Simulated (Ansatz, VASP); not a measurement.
**Two plane-wave programs on PtSe2**

The input POSCAR:

```
PtSe2
1.0
    3.7515280056      0.0000000000      0.0000000000
   -1.8757640028      3.2489185559      0.0000000000
    0.0000000000      0.0000000000      6.5141502416
Pt Se
1 2
Direct
    0.0000000000      0.0000000000      0.0000000000
    0.3333333333      0.6666666667      0.2005958070
    0.6666666667      0.3333333333      0.7994041930
```

The input INCAR.step1:

```
SYSTEM = PtSe2
ALGO = Normal
EDIFF = 1E-4
ENCUT = 520
GGA = PE
ISMEAR = 0
LASPH = .TRUE.
LCHARG = .FALSE.
LREAL = .FALSE.
LWAVE = .TRUE.
NBANDS = 18
NELM = 80
PREC = Accurate
SIGMA = 0.02
```

The input INCAR.step2:

```
SYSTEM = PtSe2
ALGO = Normal
EDIFF = 1E-6
ENCUT = 520
ISIF = 2
ISMEAR = 0
ISTART = 1
LASPH = .TRUE.
LCHARG = .FALSE.
LMIXTAU = .TRUE.
LREAL = .FALSE.
LWAVE = .FALSE.
METAGGA = R2SCAN
NBANDS = 18
NELM = 80
PREC = Accurate
SIGMA = 0.02
```

KPOINTS

```
k-points
0
G
  12 12 4
  0 0 0
```

Input for Ansatz:

```yaml
crystal:
  lattice:
    - [3.7515280056, 0.0, 0.0]
    - [-1.8757640028, 3.2489185559, 0.0]
    - [0.0, 0.0, 6.5141502416]
  atoms:
    - { symbol: Pt, position: [0.0, 0.0, 0.0] }
    - { symbol: Se, position: [0.3333333333, 0.6666666667, 0.200595807] }
    - { symbol: Se, position: [0.6666666667, 0.3333333333, 0.799404193] }
basis:
  ecutwfc: 500
kpoints:
  mp_grid: { grid: [12, 12, 4] }
  band_path:
    path:
      - [[0.0, 0.0, 0.0], [0.5, 0.0, 0.0], [0.33333333, 0.33333333, 0.0], [0.0, 0.0, 0.0], [0.0, 0.0, 0.5], [0.5, 0.0, 0.5], [0.33333333, 0.33333333, 0.5], [0.0, 0.0, 0.5]]
      - [[0.5, 0.0, 0.5], [0.5, 0.0, 0.0]]
      - [[0.33333333, 0.33333333, 0.5], [0.33333333, 0.33333333, 0.0]]
    npoints: 14
hamiltonian:
  xc: r2scan
scf:
  occupations: { method: gaussian, width: 0.02 }
  n_extra_bands: 7
output:
  forces: true
  stress: true
  eigenvalues: true
  populations: true
  dos: { projected: true, de: 0.02, nscf_kmesh: { grid: [18, 18, 6] } }
  bader: true
  write_density: true
  write_potential: true
  elf: true
  volumetric_format: npy
```

Alike in both runs: task single point; functional r2SCAN; k mesh 12 × 12 × 4; occupations gaussian, width 0.02 eV; no spin polarisation.

|  | VASP | Ansatz |
| --- | --- | --- |
| version | VASP 6.6.1 | Ansatz 0.2.0 |
| potentials or method | VASP PAW PBE potentials, release 64 (Pt, Se), cutoff 520 eV | scalar-relativistic, plane waves, PAW |
| valence electrons in the cell | 22 | 50 |

```tsv
	VASP	Ansatz	Ansatz less VASP
gap on the k mesh at the Fermi level (eV)	1.06	1.08	+0.013
least direct gap on the mesh (eV)	1.23	1.24	+0.014
pressure (GPa)	-2.1	-2.1	-0.04
traceless stress, the component that is largest in VASP (GPa)	0.91	0.94	+0.026
rms of the force components (eV/Å)	0.057	0.060	+0.0031
```

VASP's potentials were made for PBE, not for r2SCAN. Atom by atom the forces differ by 0.003 eV/Å (rms over components). The functional is the same, so the differences come from potentials, cutoffs and numerics. VASP's potentials hold 22 valence electrons a cell and Ansatz's 50, so a difference there can come from the potentials and not from the codes.

Spin-orbit coupling is off throughout.
